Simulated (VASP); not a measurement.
# La (Fd-3m) in VASP: notebook

La is run at these levels: r2SCAN; tasks: single point.

Program: VASP 6.6.1. These are calculated values, not measurements. Logs are shortened: lines on timing, memory, paths and dates and some standing lists are left out, and cuts for length are marked.

## (1) The cell of the first run

It takes space group Fd-3m (No. 227, cubic). The conventional cell has a = 6.655 Å, b = 6.655 Å, c = 6.655 Å, α = 90.00°, β = 90.00°, γ = 90.00°. Within 3.8 Å of La (site symmetry -43m) lie 4 La at 2.88 Å.

This isn't the form of La at room conditions, which is double hcp.

## (2) Single point, r2SCAN, collinear spin

POSCAR reads:

```
La
1.0
    0.0000000000      3.3275894630      3.3275894630
    3.3275894630      0.0000000000      3.3275894630
    3.3275894630      3.3275894630      0.0000000000
La
2
Direct
    0.1250000000      0.1250000000      0.1250000000
    0.8750000000      0.8750000000      0.8750000000
```

INCAR.step1 reads:

```
SYSTEM = La
ALGO = Normal ; EDIFF = 1E-4
ENCUT = 520 ; GGA = PE
ISMEAR = -1 ; ISPIN = 2
LASPH = .True. ; LCHARG = .False.
LMAXMIX = 6 ; LREAL = .False.
LWAVE = .True. ; MAGMOM = 1 1
NBANDS = 22 ; NELM = 150
PREC = Accurate ; SIGMA = 0.05
```

INCAR.step2 reads:

```
SYSTEM = La
ALGO = Normal ; EDIFF = 1E-6
ENCUT = 520 ; ISIF = 2
ISMEAR = -1 ; ISPIN = 2
ISTART = 1 ; LASPH = .True.
LCHARG = .False. ; LMAXMIX = 6
LMIXTAU = .True. ; LORBIT = 11
LREAL = .False. ; LWAVE = .False.
MAGMOM = 1 1 ; METAGGA = R2SCAN
NBANDS = 22 ; NELM = 150
PREC = Accurate ; SIGMA = 0.05
```

KPOINTS reads:

```
k-points
0
Gamma
  8 8 8
  0 0 0
```

Potentials or basis: VASP PAW PBE potentials, release 64 (La).

The run is started by

```console
cat potpaw_PBE.64/La/POTCAR > POTCAR
cp INCAR.step1 INCAR
mpirun -np 1 vasp_std > vasp.out
cp INCAR.step2 INCAR
mpirun -np 1 vasp_std > vasp.out
```

OUTCAR:

```text
SYSTEM = La
   EDIFF = 1E-6
   ENCUT = 520
   ISIF = 2
   ISMEAR = -1
   ISPIN = 2
   ISTART = 1
   LASPH = .True.
   LORBIT = 11
   LREAL = .False.
   METAGGA = R2SCAN
   NELM = 150
   PREC = Accurate

 ion  position               nearest neighbor table
   1  0.125  0.125  0.125-   2 2.88   2 2.88   2 2.88   2 2.88
   2  0.875  0.875  0.875-   1 2.88   1 2.88   1 2.88   1 2.88

  LATTYP: Found a face centered cubic cell.
 ALAT       =     6.6551789260

  Lattice vectors:

 A1 = (   0.0000000000,   3.3275894630,   3.3275894630)
 A2 = (   3.3275894630,   0.0000000000,   3.3275894630)
 A3 = (   3.3275894630,   3.3275894630,   0.0000000000)

Analysis of symmetry for initial positions (statically):
=====================================================================
 Subroutine PRICEL returns:
 Original cell was already a primitive cell.

 Routine SETGRP: Setting up the symmetry group for a
 face centered cubic supercell.

 Subroutine GETGRP returns: Found 48 space group operations
 (whereof 12 operations were pure point group operations)
 out of a pool of 48 trial point group operations.

The static configuration has the point symmetry D_3d.
 The point group associated with its full space group is O_h .

Analysis of symmetry for dynamics (positions and initial velocities):
=====================================================================
 Subroutine PRICEL returns:
 Original cell was already a primitive cell.

 Routine SETGRP: Setting up the symmetry group for a
 face centered cubic supercell.

 Subroutine GETGRP returns: Found 48 space group operations
 (whereof 12 operations were pure point group operations)
 out of a pool of 48 trial point group operations.

The dynamic configuration has the point symmetry D_3d.
 The point group associated with its full space group is O_h .

Analysis of structural, dynamic, and magnetic symmetry:
=====================================================================
 Subroutine PRICEL returns:
 Original cell was already a primitive cell.

 Routine SETGRP: Setting up the symmetry group for a
 face centered cubic supercell.

 Subroutine GETGRP returns: Found 48 space group operations
 (whereof 12 operations were pure point group operations)
 out of a pool of 48 trial point group operations.

The overall configuration has the point symmetry D_3d.
 The point group associated with its full space group is O_h .

[... 119 lines left out ...]
  volume/ion in A,a.u.               =      36.85       248.65
  Fermi-wavevector in a.u.,A,eV,Ry     =   1.094148  2.067640 16.288342  1.197159
  Thomas-Fermi vector in A             =   2.230447
   LORBIT       =     11    0 simple, 1 ext, 2 COOP (PROOUT), +10 PAW based schemes
   METAGGA = R2SCAN    functional components
   LHFCALC =     F    Hartree Fock is set to
   AEXX    =    0.0000 exact exchange contribution
   IVDW    =     0    specifies the selected vdW correction
   LEPSILON=     F    determine dielectric tensor
   LRPA    =     F    only Hartree local field effects (RPA)
 spin polarized calculation
  energy-cutoff  :      520.00
  volume of cell :       73.69
 maximum number of plane-waves:      2012
   NGX = 17   NGY = 17   NGZ = 17

 number of electron      22.0000000 magnetization       0.0003347

 number of electron      22.0000000 magnetization      -0.0000202

 Free energy of the ion-electron system (eV)
  ---------------------------------------------------
  ext. energy  EPLUGINS =         0.00000000
  ---------------------------------------------------
  free energy    TOTEN  =       -57.68538883 eV

  energy without entropy =      -57.67459808  energy(sigma->0) =      -57.67999345

 E-fermi :   7.7184     XC(G=0):  -9.9787

 val. band max:        7.7063153416   @ k =  -0.3750   0.5000   0.1250
 cond. band min:       7.7787591641   @ k =  -0.2500   0.5000   0.2500
 fundamental gap:      0.0724438226
 Fermi energy:         7.7184253386

 spin component 1

 k-point     1 :       0.0000    0.0000    0.0000
  band No.  band energies     occupation
      1     -27.1896      1.00000
      2     -25.3388      1.00000
      3     -10.9857      1.00000
      4     -10.9857      1.00000
      5     -10.9857      1.00000
      6      -8.7687      1.00000
[... 589 lines left out ...]
     21      10.4876      0.00000
     22      10.5596      0.00000

 [... further k-points ...]

 spin component 2

 k-point     1 :       0.0000    0.0000    0.0000
  band No.  band energies     occupation
      1     -27.1896      1.00000
      2     -25.3388      1.00000
      3     -10.9857      1.00000
      4     -10.9857      1.00000
      5     -10.9857      1.00000
      6      -8.7687      1.00000
[... 589 lines left out ...]
     21      10.4912      0.00000
     22      10.5696      0.00000

 [... further k-points ...]

------------------------ aborting loop because EDIFF is reached ----------------------------------------

  FORCE on cell =-STRESS in cart. coord.  units (eV):
  Direction    XX          YY          ZZ          XY          YZ          ZX
  --------------------------------------------------------------------------------------
  -------------------------------------------------------------------------------------
  Total       -0.0406955     -0.0406955     -0.0406955      0.0000000      0.0000000     -0.0000000
  in kB       -0.8847847     -0.8847847     -0.8847847      0.0000000      0.0000000     -0.0000000
  external PRESSURE =      -0.8847847 kB  Pullay stress =       0.0000000 kB

 VOLUME and BASIS-vectors are now :
 -----------------------------------------------------------------------------
  energy-cutoff  :      520.00
  volume of cell :       73.69
      direct lattice vectors                 reciprocal lattice vectors
     0.000000000  3.327589463  3.327589463    -0.150258920  0.150258920  0.150258920
     3.327589463  0.000000000  3.327589463     0.150258920 -0.150258920  0.150258920
     3.327589463  3.327589463  0.000000000     0.150258920  0.150258920 -0.150258920

 POSITION                                       TOTAL-FORCE (eV/Angst)
 -----------------------------------------------------------------------------------
      0.83190      0.83190      0.83190         0.000000      0.000000     -0.000000
      5.82328      5.82328      5.82328        -0.000000     -0.000000      0.000000
 -----------------------------------------------------------------------------------
    total drift:                               -0.000000      0.000000      0.000000

  FREE ENERGIE OF THE ION-ELECTRON SYSTEM (eV)
  ---------------------------------------------------
  free  energy   TOTEN  =       -57.6853888291 eV

  energy  without entropy=      -57.6745980786  energy(sigma->0) =      -57.67999345

 total charge

# of ion       s       p       d       f       tot
--------------------------------------------------
    1        1.956   5.547   1.326   0.198   9.026
    2        1.956   5.547   1.326   0.198   9.026
--------------------------------------------------
tot          3.911  11.093   2.651   0.397  18.052

 magnetization (x)

# of ion       s       p       d       f       tot
--------------------------------------------------
    1       -0.000   0.000  -0.000  -0.000  -0.000
    2       -0.000   0.000  -0.000  -0.000  -0.000
--------------------------------------------------
tot         -0.000   0.000  -0.000  -0.000  -0.000
```

OUTCAR.step1:

```text
SYSTEM = La
   EDIFF = 1E-4
   ENCUT = 520
   GGA = PE
   ISMEAR = -1
   ISPIN = 2
   LASPH = .True.
   LREAL = .False.
[... 1444 lines left out ...]
      0.83190      0.83190      0.83190         0.000000     -0.000000      0.000000
      5.82328      5.82328      5.82328        -0.000000      0.000000     -0.000000
 -----------------------------------------------------------------------------------
    total drift:                               -0.000000      0.000000      0.000000

  FREE ENERGIE OF THE ION-ELECTRON SYSTEM (eV)
  ---------------------------------------------------
  free  energy   TOTEN  =        -7.7433279779 eV

  energy  without entropy=       -7.7291738223  energy(sigma->0) =       -7.73625090
```

Run time: 6.2 min. Hardware: 1 thread of Intel Xeon Platinum 8124M at 3.00GHz (Skylake/Cascade Lake), shared host; peak memory 0.31 GiB.

What came out:

```yaml
Free_energy: -57.6854 eV
Pressure: -0.1 GPa
Band_gap_on_the_k_mesh: zero (filled and empty bands overlap)
Net_moment: 0.00 μB per cell
Valence_electrons_inside_the_program's_atomic_spheres: La 9.03
```

Caveat: the PAW data sets were made with another functional, which shifts forces and pressure a little; spin-orbit coupling is left out, which moves the levels of the heavy elements.

[end of part 1 of 2]

The gap in the log of VASP goes by the Fermi energy; the results here count the filled bands.